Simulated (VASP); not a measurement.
CdS (CsCl type):

```
Cd S
1.0
     3.16575    0.00000    0.00000
     0.00000    3.16575    0.00000
     0.00000    0.00000    3.16575
Cd S
1 1
Direct
  0.00000 0.00000 0.00000
  0.50000 0.50000 0.50000
```

This cell differs from its parent crystal: volume scaled by 0.8.

Base run:

```yaml
Program: VASP 6.6.1
Functional: PBE
Potentials_or_basis: VASP PAW PBE potentials, release 64 (Cd, S)
Cutoff: 500 eV
k_mesh: 14 × 14 × 14
Occupations: fermi-dirac, width 0.05 eV
Spin: no spin polarisation
```

Its results: band gap on the k mesh zero (band 9 reaches 6.41 eV, above the bottom of band 10 at 5.55 eV); pressure 27.1 GPa.

Problem. The run is repeated on the same cell with these changes: functional from PBE to PBEsol. What comes out?

Solution. Band gap on the k mesh zero (band 9 reaches 6.31 eV, above the bottom of band 10 at 5.34 eV); pressure 20.9 GPa.

PBEsol binds more tightly than PBE, so the same cell stands under less pressure.

Caveats: the PAW data sets were made with another functional, which shifts forces and pressure a little (some runs).
